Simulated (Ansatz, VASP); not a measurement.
Two plane-wave programs on Cs2Si3

```
Cs Si
1.0
     3.91792    0.00000    0.00000
    -1.95896    3.39302    0.00000
     0.00000    0.00000   12.65976
Cs Si
2 3
Direct
  0.33333 0.66667 0.22816
  0.66667 0.33333 0.77184
  0.00000 0.00000 0.00000
  0.33333 0.66667 0.52690
  0.66667 0.33333 0.47310
```

Alike in both runs: functional PBE; k mesh 6 × 6 × 4; occupations gaussian, width 0.1 eV; no spin polarisation.

Ansatz relaxed the structure, and its values are those at the end. VASP's run is a single point on that final structure, the one shown.

```csv
,VASP,Ansatz
version,VASP 6.6.1,Ansatz 0.2.0
potentials or method,"VASP PAW PBE potentials, release 64 (Cs_sv, Si), cutoff 520 eV","scalar-relativistic, plane waves, PAW"
valence electrons in the cell,30,30
```

```tsv
	VASP	Ansatz	Ansatz less VASP
gap on the k mesh at the Fermi level (eV)	none	none	-
pressure (GPa)	0.1	0.1	-0.05
rms of the force components (eV/Å)	0.018	0.015	-0.0031
```

A gap of «none» marks a metal or a gap that the smearing closes.

Spin-orbit coupling is off throughout.
